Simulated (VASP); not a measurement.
Set up this calculation in VASP 6.6.1, as the native input.

```yaml
Task: single point
Functional: r2SCAN
Potentials_or_basis: VASP PAW PBE potentials, release 64 (Se)
Cutoff: 520 eV
k_mesh: 5 × 5 × 5
Occupations: fermi-dirac, width 0.1 eV
Spin: no spin polarisation
Dipole_correction: no
Further_INCAR_settings: ALGO = Normal; EDIFF = 1e-06; NBANDS = 34
```

Se:

```
Se
1.0
     5.50317    0.00000    0.00000
     0.00000    5.50317    0.00000
     0.00000    0.00000    5.50317
Se
8
Direct
  0.00000 0.00000 0.00000
  0.50000 0.50000 0.50000
  0.25000 0.00000 0.50000
  0.75000 0.00000 0.50000
  0.50000 0.25000 0.00000
  0.50000 0.75000 0.00000
  0.00000 0.50000 0.25000
  0.00000 0.50000 0.75000
```

One way to write it, as run:

POSCAR

```
Se
1.0
    5.5031702260      0.0000000000      0.0000000000
    0.0000000000      5.5031702260      0.0000000000
    0.0000000000      0.0000000000      5.5031702260
Se
8
Direct
    0.0000000000      0.0000000000      1.0000000000
    0.5000000000      0.5000000000      0.5000000000
    0.2500000000      0.0000000000      0.5000000000
    0.7500000000      1.0000000000      0.5000000000
    0.5000000000      0.2500000000      1.0000000000
    0.5000000000      0.7500000000      1.0000000000
    0.0000000000      0.5000000000      0.2500000000
    0.0000000000      0.5000000000      0.7500000000
```

INCAR.step1

```
SYSTEM = Se
PREC = Accurate
ENCUT = 520
ISMEAR = -1
SIGMA = 0.1
LREAL = .False.
LASPH = .True.
NELM = 100
NBANDS = 34
GGA = PE
ALGO = Normal
EDIFF = 1E-4
LWAVE = .True.
LCHARG = .False.
```

INCAR.step2

```
SYSTEM = Se
PREC = Accurate
ENCUT = 520
EDIFF = 1E-6
ISMEAR = -1
SIGMA = 0.1
LREAL = .False.
LASPH = .True.
NELM = 100
ALGO = Normal
ISIF = 2
LWAVE = .False.
LCHARG = .False.
METAGGA = R2SCAN
LMIXTAU = .True.
NBANDS = 34
ISTART = 1
```

KPOINTS

```
regular mesh
0
Gamma
  5 5 5
  0 0 0
```

Potentials or basis: VASP PAW PBE potentials, release 64 (Se).

The run is started by

```console
$ cat potpaw_PBE.64/Se/POTCAR > POTCAR
$ cp INCAR.step1 INCAR
$ mpirun -np 1 vasp_std > vasp.out
$ cp INCAR.step2 INCAR
$ mpirun -np 1 vasp_std > vasp.out
```

Results of the run:

- Pressure: -0.1 GPa
- Band gap on the k mesh: zero (bands 24 and 25 overlap by 0.57 eV)

Caveat: the PAW data sets were made with another functional, which shifts forces and pressure a little.

It took 3.8 min on 1 thread of AMD EPYC 7R43 64-Core Processor (Zen 3), with other jobs on the host, peak memory 0.25 GiB.
